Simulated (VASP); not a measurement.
# CdSe (I-4m2) in VASP: notebook

CdSe is run at these levels: PBE, r2SCAN; tasks: single point.

All numbers are computed with VASP 6.6.1; they aren't measurements. Logs are shortened: lines on timing, memory, paths and dates and some standing lists are left out, and cuts for length are marked.

## 1. The cell of the first run

The structure is tetragonal, space group I-4m2 (No. 119). The conventional cell has a = 4.425 Å, b = 4.425 Å, c = 5.946 Å, α = 90.00°, β = 90.00°, γ = 90.00°. Within 3.5 Å of Cd (site symmetry -4m2) lie 4 Se at 2.67 Å. Se (site symmetry -4m2) has 4 Cd at 2.67 Å within 3.5 Å.

## 2. Single point, PBE (epitaxial xy strain +2.0%)

The input, INCAR:

```
SYSTEM = CdSe
  PREC = Accurate
  ENCUT = 520
  EDIFF = 1E-6
  ISMEAR = -1
  SIGMA = 0.02
  LREAL = .FALSE.
  LASPH = .TRUE.
  NELM = 60
  ALGO = Normal
  ISIF = 2
  LWAVE = .FALSE.
  LCHARG = .FALSE.
  GGA = PE
  NBANDS = 16
```

The input, KPOINTS:

```
regular mesh
0
G
  8 8 8
  0 0 0
```

The input, POSCAR:

```
CdSe
1.0
    0.0000000000      3.1291365847      2.9732236555
    3.1291365847      0.0000000000      2.9732236555
    3.1291365847      3.1291365847      0.0000000000
Cd Se
1 1
Direct
    0.0000000000      0.0000000000      0.0000000000
    0.2500000000      0.2500000000      0.2500000000
```

Potentials or basis: VASP PAW PBE potentials, release 64 (Cd, Se).

Started as:

```
cat potpaw_PBE.64/Cd/POTCAR potpaw_PBE.64/Se/POTCAR > POTCAR
mpirun -np 1 vasp_std > vasp.out
```

OUTCAR:

```text
SYSTEM = CdSe
   PREC = Accurate
   ENCUT = 520
   EDIFF = 1E-6
   ISMEAR = -1
   LREAL = .FALSE.
   LASPH = .TRUE.
   NELM = 60
   ISIF = 2
   GGA = PE

 ion  position               nearest neighbor table
   1  0.000  0.000  0.000-   2 2.67   2 2.67   2 2.67   2 2.67
   2  0.250  0.250  0.250-   1 2.67   1 2.67   1 2.67   1 2.67

  LATTYP: Found a body centered tetragonal cell.
 ALAT       =     4.4252673966
 C/A-ratio  =     1.3437486999

  Lattice vectors:

 A1 = (   0.0000000000,  -3.1291365847,  -2.9732236555)
 A2 = (   0.0000000000,   3.1291365847,  -2.9732236555)
 A3 = (   3.1291365847,   0.0000000000,   2.9732236555)

Analysis of symmetry for initial positions (statically):
=====================================================================
 Subroutine PRICEL returns:
 Original cell was already a primitive cell.

 Routine SETGRP: Setting up the symmetry group for a
 body centered tetragonal supercell.

 Subroutine GETGRP returns: Found  8 space group operations
 (whereof  8 operations were pure point group operations)
 out of a pool of 16 trial point group operations.

The static configuration has the point symmetry D_2d.

Analysis of symmetry for dynamics (positions and initial velocities):
=====================================================================
 Subroutine PRICEL returns:
 Original cell was already a primitive cell.

 Routine SETGRP: Setting up the symmetry group for a
 body centered tetragonal supercell.

 Subroutine GETGRP returns: Found  8 space group operations
 (whereof  8 operations were pure point group operations)
 out of a pool of 16 trial point group operations.

The dynamic configuration has the point symmetry D_2d.

 Subroutine INISYM returns: Found  8 space group operations
 (whereof  8 operations are pure point group operations),
 and found     1 'primitive' translations

----------------------------------------------------------------------------------------

                                     Primitive cell

  volume of cell :      58.2246

  direct lattice vectors                    reciprocal lattice vectors
     0.000000000  3.129136585  2.973223656    -0.159788487  0.159788487  0.168167638
     3.129136585  0.000000000  2.973223656     0.159788487 -0.159788487  0.168167638
     3.129136585  3.129136585  0.000000000     0.159788487  0.159788487 -0.168167638

  length of vectors
     4.316428462  4.316428462  4.425267397     0.281682580  0.281682580  0.281682580

  position of ions in fractional coordinates (direct lattice)
     0.000000000  0.000000000  0.000000000
     0.250000000  0.250000000  0.250000000

  ion indices of the primitive-cell ions
   primitive index   ion index
                 1           1
                 2           2

----------------------------------------------------------------------------------------

 KPOINTS: regular mesh

Automatic generation of k-mesh.
 Grid dimensions read from file:
 generate k-points for:    8    8    8

 Generating k-lattice:

  Cartesian coordinates                     Fractional coordinates (reciprocal lattice)
    -0.019973561  0.019973561  0.021020955     0.125000000  0.000000000  0.000000000
     0.019973561 -0.019973561  0.021020955     0.000000000  0.125000000  0.000000000
     0.019973561  0.019973561 -0.021020955    -0.000000000 -0.000000000  0.125000000

  Length of vectors
     0.035210322  0.035210322  0.035210322

  Shift w.r.t. Gamma in fractional coordinates (k-lattice)
     0.000000000  0.000000000  0.000000000

 Subroutine IBZKPT returns following result:
 ===========================================

 Found     59 irreducible k-points:

 Following reciprocal coordinates:
            Coordinates               Weight
  0.000000  0.000000  0.000000      1.000000
  0.125000  0.000000  0.000000      8.000000
  0.250000  0.000000  0.000000      8.000000
  0.375000  0.000000  0.000000      8.000000
  0.500000  0.000000  0.000000      4.000000
  0.125000  0.125000  0.000000      2.000000
[... 16 lines left out ...]
  0.250000  0.000000  0.125000     16.000000
  0.375000  0.000000  0.125000     16.000000
 [... further k-points ...]
   k-points           NKPTS =     59   k-points in BZ     NKDIM =     59   number of bands    NBANDS=     16
   number of dos      NEDOS =    301   number of ions     NIONS =      2
   total plane-waves  NPLWV =  36864
   dimension x,y,z NGX =    32 NGY =   32 NGZ =   36
   dimension x,y,z NGXF=    64 NGYF=   64 NGZF=   72
   ions per type =               1   1
   NGX,Y,Z   is equivalent  to a cutoff of  12.32, 12.32, 13.52 a.u.
   NGXF,Y,Z  is equivalent  to a cutoff of  24.65, 24.65, 27.05 a.u.
 SYSTEM =  CdSe
   PREC   = accura    normal or accurate (medium, high low for compatibility)
   ISTART =      0    job   : 0-new  1-cont  2-samecut
   ICHARG =      2    charge: 1-file 2-atom 10-const
   ISPIN  =      1    spin polarized calculation?
   LNONCOLLINEAR =      F non collinear calculations
   LSORBIT =      F    spin-orbit coupling
   LASPH  =      T    aspherical Exc in radial PAW
   ENCUT  =  520.0 eV  38.22 Ry    6.18 a.u.   8.03  8.03  8.23*2*pi/ulx,y,z
   NELM   =     60;   NELMIN=  2; NELMDL= -5     # of ELM steps
   EDIFF  = 0.1E-05   stopping-criterion for ELM
   LREAL  =      F    real-space projection
   EDIFFG = 0.1E-04   stopping-criterion for IOM
   NSW    =      0    number of steps for IOM
   IBRION =     -1    ionic relax: 0-MD 1-quasi-New 2-CG
   NFREE  =      0    steps in history (QN), initial steepest desc. (CG)
   ISIF   =      2    stress and relaxation
   ISYM   =      2    0-nonsym 1-usesym 2-fastsym
   POTIM  = 0.5000    time-step for ionic-motion
   TEBEG  =    0.0;   TEEND  =   0.0 temperature during run
   PSTRESS=    0.0 pullay stress
   NELECT =      18.0000    total number of electrons
   NUPDOWN=      -1.0000    fix difference up-down
   EMIN   =  10.00;   EMAX   =-10.00  energy-range for DOS
   EFERMI =   0.00;   METHOD = LEGACY
   ISMEAR =    -1;   SIGMA  =   0.02  broadening in eV -4-tet -1-fermi 0-gaus
   EFERMI_NEDOS =   21; number of points for ismear=-14 and -15
   IALGO  =     38    algorithm
   IMIX   =      4    mixing-type and parameters
     AMIX     =   0.40;   BMIX     =  1.00
     AMIX_MAG =   1.60;   BMIX_MAG =  1.00
  volume/ion in A,a.u.               =      29.11       196.46
  Fermi-wavevector in a.u.,A,eV,Ry     =   1.106955  2.091842 16.671903  1.225350
  Thomas-Fermi vector in A             =   2.243463
   LORBIT       =      0    0 simple, 1 ext, 2 COOP (PROOUT), +10 PAW based schemes
   GGA     = PE    functional components
   LHFCALC =     F    Hartree Fock is set to
   AEXX    =    0.0000 exact exchange contribution
   IVDW    =     0    specifies the selected vdW correction
   LEPSILON=     F    determine dielectric tensor
   LRPA    =     F    only Hartree local field effects (RPA)
 non-spin polarized calculation
  energy-cutoff  :      520.00
  volume of cell :       58.22
 maximum number of plane-waves:      1588
   NGX = 17   NGY = 17   NGZ = 17

 number of electron      18.0000003 magnetization

 Free energy of the ion-electron system (eV)
  ---------------------------------------------------
  ext. energy  EPLUGINS =         0.00000000
  ---------------------------------------------------
  free energy    TOTEN  =        -5.48868321 eV

  energy without entropy =       -5.48868317  energy(sigma->0) =       -5.48868319

 E-fermi :   0.9830     XC(G=0):  -8.7327

 val. band max:        0.7639447988   @ k =   0.0000   0.0000   0.0000
 cond. band min:       1.2020169186   @ k =   0.0000   0.0000   0.0000
 fundamental gap:      0.4380721198
 Fermi energy:         0.9830291968

 k-point     1 :       0.0000    0.0000    0.0000
  band No.  band energies     occupation
      1     -11.7281      2.00000
      2      -7.1556      2.00000
      3      -7.1556      2.00000
      4      -7.1354      2.00000
      5      -6.8187      2.00000
      6      -6.8076      2.00000
[... 8 lines left out ...]
     15      11.3249      0.00000
     16      11.9633      0.00000

 k-point     2 :       0.1250    0.0000    0.0000
  band No.  band energies     occupation
      1     -11.6784      2.00000
      2      -7.1403      2.00000
      3      -7.1298      2.00000
      4      -7.1002      2.00000
      5      -6.8181      2.00000
      6      -6.8094      2.00000
[... 8 lines left out ...]
     15      10.8987      0.00000
     16      11.2722      0.00000

 k-point     3 :       0.2500    0.0000    0.0000
  band No.  band energies     occupation
      1     -11.5572      2.00000
      2      -7.1077      2.00000
      3      -7.0922      2.00000
      4      -6.9524      2.00000
      5      -6.8111      2.00000
      6      -6.8091      2.00000
[... 8 lines left out ...]
     15      10.6199      0.00000
     16      11.0822      0.00000

 k-point     4 :       0.3750    0.0000    0.0000
  band No.  band energies     occupation
      1     -11.4346      2.00000
      2      -7.0830      2.00000
      3      -7.0629      2.00000
      4      -6.8082      2.00000
      5      -6.7943      2.00000
      6      -6.6989      2.00000
[... 8 lines left out ...]
     15      11.5681      0.00000
     16      11.6256      0.00000
[... 324 lines left out ...]
 k-point    22 :       0.1250    0.0000    0.1250
  band No.  band energies     occupation
      1     -11.6636      2.00000
      2      -7.1256      2.00000
      3      -7.1144      2.00000
      4      -7.1046      2.00000
      5      -6.8267      2.00000
      6      -6.8031      2.00000
[... 8 lines left out ...]
     15      11.3993      0.00000
     16      11.8974      0.00000

 k-point    23 :       0.2500    0.0000    0.1250
  band No.  band energies     occupation
      1     -11.5674      2.00000
      2      -7.1004      2.00000
      3      -7.0755      2.00000
      4      -6.9997      2.00000
      5      -6.8290      2.00000
      6      -6.7967      2.00000
[... 8 lines left out ...]
     15      11.5261      0.00000
     16      12.2453      0.00000

 k-point    24 :       0.3750    0.0000    0.1250
  band No.  band energies     occupation
      1     -11.4454      2.00000
      2      -7.0760      2.00000
      3      -7.0438      2.00000
      4      -6.8461      2.00000
      5      -6.7971      2.00000
      6      -6.7409      2.00000
[... 8 lines left out ...]
     15      11.5821      0.00000
     16      12.2321      0.00000

 [... further k-points ...]

------------------------ aborting loop because EDIFF is reached ----------------------------------------

  FORCE on cell =-STRESS in cart. coord.  units (eV):
  Direction    XX          YY          ZZ          XY          YZ          ZX
  --------------------------------------------------------------------------------------
  -------------------------------------------------------------------------------------
  Total        0.3497682      0.3497682      0.6203188      0.0000000      0.0000000      0.0000000
  in kB        9.6246358      9.6246358     17.0694254      0.0000000      0.0000000      0.0000000
  external PRESSURE =      12.1062324 kB  Pullay stress =       0.0000000 kB

 VOLUME and BASIS-vectors are now :
 -----------------------------------------------------------------------------
  energy-cutoff  :      520.00
  volume of cell :       58.22
      direct lattice vectors                 reciprocal lattice vectors
     0.000000000  3.129136585  2.973223656    -0.159788487  0.159788487  0.168167638
     3.129136585  0.000000000  2.973223656     0.159788487 -0.159788487  0.168167638
     3.129136585  3.129136585  0.000000000     0.159788487  0.159788487 -0.168167638

 POSITION                                       TOTAL-FORCE (eV/Angst)
 -----------------------------------------------------------------------------------
      0.00000      0.00000      0.00000         0.000000      0.000000     -0.000000
      1.56457      1.56457      1.48661        -0.000000     -0.000000      0.000000
 -----------------------------------------------------------------------------------
    total drift:                               -0.000002     -0.000002      0.000000

  FREE ENERGIE OF THE ION-ELECTRON SYSTEM (eV)
  ---------------------------------------------------
  free  energy   TOTEN  =        -5.4886832073 eV

  energy  without entropy=       -5.4886831744  energy(sigma->0) =       -5.48868319
```

It took 50 s on 1 thread of AMD EPYC 7R43 (Zen 3), shared host; peak memory 0.18 GiB.

What came out:

| Quantity | Value |
| --- | --- |
| Free energy | -5.4887 eV |
| Pressure | 1.2 GPa |
| Band gap on the k mesh | 0.44 eV, direct |

Caveat: the cell differs from its parent crystal (epitaxial xy strain +2.0%).

## 3. Single point, r2SCAN (epitaxial xy strain -4.0%)

The input, POSCAR:

```
CdSe
1.0
    0.0000000000      2.9450697268      3.2364023001
    2.9450697268      0.0000000000      3.2364023001
    2.9450697268      2.9450697268      0.0000000000
Cd Se
1 1
Direct
    0.0000000000      0.0000000000      0.0000000000
    0.2500000000      0.2500000000      0.2500000000
```

The input, INCAR.step1:

```
PREC     = Accurate       # precision mode
ENCUT    = 520            # plane-wave cutoff, eV
ISMEAR   = 0              # smearing method
SIGMA    = 0.01           # smearing width, eV
LREAL    = F              # projectors in reciprocal space
LASPH    = T              # aspherical terms in the spheres
NELM     = 100            # most SCF steps
NBANDS   = 16             # bands
GGA      = PE             # functional
ALGO     = Normal         # electronic algorithm
EDIFF    = 1E-4           # SCF threshold, eV
LWAVE    = T              # write WAVECAR
LCHARG   = F              # write CHGCAR
```

The input, INCAR.step2:

```
PREC     = Accurate       # precision mode
ENCUT    = 520            # plane-wave cutoff, eV
EDIFF    = 1E-6           # SCF threshold, eV
ISMEAR   = 0              # smearing method
SIGMA    = 0.01           # smearing width, eV
LREAL    = F              # projectors in reciprocal space
LASPH    = T              # aspherical terms in the spheres
NELM     = 100            # most SCF steps
ALGO     = Normal         # electronic algorithm
ISIF     = 2              # what is computed and relaxed
LWAVE    = F              # write WAVECAR
LCHARG   = F              # write CHGCAR
METAGGA  = R2SCAN         # meta-GGA
LMIXTAU  = T            
NBANDS   = 16             # bands
ISTART   = 1
```

The input, KPOINTS:

```
Automatic mesh
0
Gamma
  8 8 8
```

Potentials or basis: VASP PAW PBE potentials, release 64 (Cd, Se).

Started as:

```
cat potpaw_PBE.64/Cd/POTCAR potpaw_PBE.64/Se/POTCAR > POTCAR
cp INCAR.step1 INCAR
mpirun -np 1 vasp_std > vasp.out
cp INCAR.step2 INCAR
mpirun -np 1 vasp_std > vasp.out
```

It took 5.2 min on 1 thread of AMD EPYC 7R43 (Zen 3), shared host; peak memory 0.2 GiB.

The run converged. Its results:

```yaml
Free_energy: -35.8872 eV
Pressure: 1.5 GPa
Band_gap_on_the_k_mesh: 0.95 eV, direct
```

Stress tensor (GPa, compression positive):
```
2.16 0.00 0.00
0.00 2.16 0.00
0.00 0.00 0.28
```

Levels at points of the mesh, in eV from the valence-band top:
| k point | band 5 | band 6 | band 7 | band 8 | band 9 | band 10 | band 11 | band 12 | band 13 | band 14 |
| --- | --- | --- | --- | --- | --- | --- | --- | --- | --- | --- |
| (0.00, 0.00, 0.00) | -7.89 | -7.87 | -0.36 | 0.00 | 0.00 | 0.95 | 6.40 | 6.40 | 6.44 | 10.09 |
| (0.50, 0.00, 0.00) | -7.85 | -7.58 | -4.52 | -1.09 | -0.64 | 2.67 | 6.59 | 7.20 | 7.76 | 10.41 |
| (0.50, 0.50, 0.00) | -7.83 | -7.62 | -4.54 | -1.71 | -1.71 | 3.61 | 4.60 | 8.97 | 10.95 | 10.95 |
| (0.50, 0.00, 0.50) | -7.82 | -7.46 | -4.00 | -2.18 | -2.03 | 3.25 | 3.79 | 9.83 | 10.09 | 11.12 |

Caveat: the cell differs from its parent crystal (epitaxial xy strain -4.0%); the PAW data sets were made with another functional, which shifts forces and pressure a little.

## 4. Single point, r2SCAN (epitaxial xy strain -3.0%)

The input, POSCAR:

```
CdSe
1.0
    0.0000000000      2.9757475364      3.1937139091
    2.9757475364      0.0000000000      3.1937139091
    2.9757475364      2.9757475364      0.0000000000
Cd Se
1 1
Direct
    0.0000000000      0.0000000000      0.0000000000
    0.2500000000      0.2500000000      0.2500000000
```

The input, INCAR.step1:

```
  PREC = Accurate
  ENCUT = 520
  ISMEAR = 0
  SIGMA = 0.01
  LREAL = F
  LASPH = T
  NELM = 60
  NBANDS = 16
  GGA = PE
  ALGO = Normal
  EDIFF = 1E-4
  LWAVE = T
  LCHARG = F
```

The input, INCAR.step2:

```
  PREC = Accurate
  ENCUT = 520
  EDIFF = 1E-7
  ISMEAR = 0
  SIGMA = 0.01
  LREAL = F
  LASPH = T
  NELM = 60
  ALGO = Normal
  ISIF = 2
  LWAVE = F
  LCHARG = F
  METAGGA = R2SCAN
  LMIXTAU = T
  NBANDS = 16
  ISTART = 1
```

The input, KPOINTS:

```
regular mesh
0
Gamma
  8 8 8
```

Started as:

```
cat potpaw_PBE.64/Cd/POTCAR potpaw_PBE.64/Se/POTCAR > POTCAR
cp INCAR.step1 INCAR
mpirun -np 1 vasp_std > vasp.out
cp INCAR.step2 INCAR
mpirun -np 1 vasp_std > vasp.out
```

It took 4.7 min on 1 thread of AMD EPYC 7R43 (Zen 3), shared host; peak memory 0.18 GiB.

Results (log left out):

| Item | Value |
| --- | --- |
| Free energy | -35.8997 eV |
| Pressure | 1.2 GPa |
| Band gap on the k mesh | 0.98 eV, direct |

Stress tensor (GPa, compression positive):
```
1.65 0.00 0.00
0.00 1.65 0.00
0.00 0.00 0.30
```

Levels at points of the mesh, in eV from the valence-band top:
| k point | band 7 | band 8 | band 9 | band 10 | band 11 | band 12 |
| --- | --- | --- | --- | --- | --- | --- |
| (0.00, 0.00, 0.00) | -0.26 | 0.00 | 0.00 | 0.98 | 6.41 | 6.41 |
| (0.50, 0.00, 0.00) | -4.46 | -0.99 | -0.66 | 2.73 | 6.65 | 7.12 |
| (0.50, 0.50, 0.00) | -4.40 | -1.73 | -1.73 | 3.58 | 4.48 | 9.12 |
| (0.50, 0.00, 0.50) | -3.99 | -2.08 | -1.97 | 3.31 | 3.87 | 9.78 |

Caveat: the cell differs from its parent crystal (epitaxial xy strain -3.0%); the PAW data sets were made with another functional, which shifts forces and pressure a little.

## 5. Overview

| level | cell | smearing | gap on the mesh (eV) | pressure (GPa) |
| --- | --- | --- | --- | --- |
| PBE | a = 4.316, b = 4.316, c = 4.425 Å, angles 59.2, 59.2, 61.7°, 2 atoms | fermi-dirac 0.02 eV | 0.44 | 1.2 |
| r2SCAN | a = 4.376, b = 4.376, c = 4.165 Å, angles 61.6, 61.6, 56.8°, 2 atoms | gaussian 0.01 eV | 0.95 | 1.5 |
| r2SCAN | a = 4.365, b = 4.365, c = 4.208 Å, angles 61.2, 61.2, 57.6°, 2 atoms | gaussian 0.01 eV | 0.98 | 1.2 |

Alike in all rows: task single point; potentials or basis VASP PAW PBE potentials, release 64 (Cd, Se); no spin polarisation; k mesh 8 × 8 × 8; cutoff (eV) 520.

Caveats: the PAW data sets were made with another functional, which shifts forces and pressure a little (some runs).

Total energies depend on the potentials used, so only differences within one code and one set of settings carry meaning.
